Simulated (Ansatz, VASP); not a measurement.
Cd: VASP beside Ansatz

```
Cd
1.0
    14.00000    0.00000    0.00000
     0.00000   14.40000    0.00000
     0.00000    0.00000   14.80000
Cd
1
Cartesian
  7.0000 7.2000 7.4000
```

Alike in both runs: task single point; functional LDA; k mesh 1 × 1 × 1; occupations fermi-dirac, width 0.01 eV; collinear spin.

|  | VASP | Ansatz |
| --- | --- | --- |
| version | VASP 6.6.1 | Ansatz 0.2.0 |
| potentials or method | VASP PAW LDA potentials, release 64 (Cd), cutoff 520 eV | plane waves (420 eV) with PAW, scalar-relativistic |
| valence electrons in the cell | 12 | 20 |

```csv
,VASP,Ansatz,Ansatz less VASP
gap on the k mesh at the Fermi level (eV),4.61,4.63,+0.017
net moment per atom (μB),0.00,0.00,0.000
```

Ansatz warns that its potentials were made for another functional, while VASP's fit it. LDA's correlation is that of Perdew and Zunger in VASP and of Perdew and Wang (1992) in Ansatz. VASP's potentials hold 12 valence electrons a cell and Ansatz's 20, so a difference there can come from the potentials and not from the codes. Ansatz's warnings: seeded moment not kept.
